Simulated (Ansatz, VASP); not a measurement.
**One calculation of SnTe, two programs**

The input INCAR:

```
  PREC = Accurate
  ENCUT = 520
  EDIFF = 1E-6
  ISMEAR = 0
  SIGMA = 0.03
  LREAL = False
  LASPH = True
  NELM = 80
  ALGO = Normal
  ISIF = 2
  LWAVE = False
  LCHARG = False
  GGA = PE
  NBANDS = 17
```

Contents of KPOINTS:

```
regular mesh
0
Gamma
  10 10 10
```

The input POSCAR:

```
SnTe
1.0
    0.0000000000      3.1565000000      3.1565000000
    3.1565000000      0.0000000000      3.1565000000
    3.1565000000      3.1565000000      0.0000000000
Sn Te
1 1
Direct
    0.0000000000      0.0000000000      0.0000000000
    0.5000000000      0.5000000000      0.5084006033
```

Input for Ansatz:

```yaml
crystal:
  lattice:
    - [0.0, 3.1565, 3.1565]
    - [3.1565, 0.0, 3.1565]
    - [3.1565, 3.1565, 0.0]
  atoms:
    - { symbol: Sn, position: [0.0, 0.0, 0.0] }
    - { symbol: Te, position: [0.5, 0.5, 0.5084006033] }
basis:
  ecutwfc: 420
kpoints:
  mp_grid: { grid: [10, 10, 10] }
hamiltonian:
  xc: pbe
scf:
  occupations: { method: gaussian, width: 0.03 }
output:
  forces: true
  stress: true
  eigenvalues: true
```

Change from the starting cell: all Te atoms moved +0.037 Å, as atom 2 along Cartesian [1 1 0].

Alike in both runs: task single point; functional PBE; k mesh 10 × 10 × 10; occupations gaussian, width 0.03 eV; no spin polarisation.

|  | VASP | Ansatz |
| --- | --- | --- |
| version | VASP 6.6.1 | Ansatz 0.2.0 |
| potentials or method | VASP PAW PBE potentials, release 64 (Sn_d, Te), cutoff 520 eV | scalar-relativistic, plane waves, PAW |
| valence electrons in the cell | 20 | 30 |

```tsv
	VASP	Ansatz	Ansatz less VASP
gap on the k mesh at the Fermi level (eV)	0.08	0.07	-0.001
least direct gap on the mesh (eV)	0.08	0.07	-0.001
pressure (GPa)	2.0	2.0	+0.07
rms of the force components (eV/Å)	0.004	0.003	-0.0008
```

Atom by atom the forces differ by 0.001 eV/Å (rms over components). VASP's potentials hold 20 valence electrons a cell and Ansatz's 30, so a difference there can come from the potentials and not from the codes.

Spin-orbit coupling is off throughout.
